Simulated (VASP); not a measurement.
Set up this calculation in VASP 6.6.1, as the native input.

```
Task                   : single point
Functional             : PBE
Potentials or basis    : VASP PAW PBE potentials, release 64 (Ni_sv_GW)
Cutoff                 : 690 eV
k mesh                 : 11 × 11 × 11
Occupations            : fermi-dirac, width 0.05 eV
Spin                   : collinear spin, ferromagnetic start
Starting moments       : [1.0] μB
Dipole correction      : no
Further INCAR settings : ALGO = Normal; EDIFF = 1e-06; NBANDS = 19
```

The structure of Ni lies in POSCAR:

```
Ni
1.0
    0.0000000000      1.7375729330      1.6680700157
    1.7375729330      0.0000000000      1.6680700157
    1.7375729330      1.7375729330      0.0000000000
Ni
1
Direct
    0.0000000000      0.0000000000      0.0000000000
```

The input as run:

INCAR

```
SYSTEM = Ni
PREC = Accurate ; ENCUT = 690
EDIFF = 1E-6 ; ISMEAR = -1
SIGMA = 0.05 ; LREAL = .FALSE.
LASPH = .TRUE. ; NELM = 200
ALGO = Normal ; ISIF = 2
LWAVE = .FALSE. ; LCHARG = .FALSE.
ISPIN = 2 ; MAGMOM = 1
LORBIT = 11 ; LMAXMIX = 4
GGA = PE ; NBANDS = 19
GGA_COMPAT = .FALSE.
```

KPOINTS

```
regular mesh
0
G
  11 11 11
  0 0 0
```

Potentials or basis: VASP PAW PBE potentials, release 64 (Ni_sv_GW).

Command:

```console
$ cat potpaw_PBE.64/Ni_sv_GW/POTCAR > POTCAR
$ mpirun -np 1 vasp_std > vasp.out
```

Results of the run:

```
Pressure                                              : 17.4 GPa
Net moment                                            : 0.57 μB per cell
Site moments                                          : Ni +0.61 μB
Valence electrons inside the program's atomic spheres : Ni 16.42
```

Caveat: the stress differs along the axes, from 16 to 21 GPa.

It took 65 s on 1 thread of Intel(R) Xeon(R) Platinum 8259CL CPU @ 2.50GHz (Skylake/Cascade Lake), with other jobs on the host, peak memory 0.21 GiB.
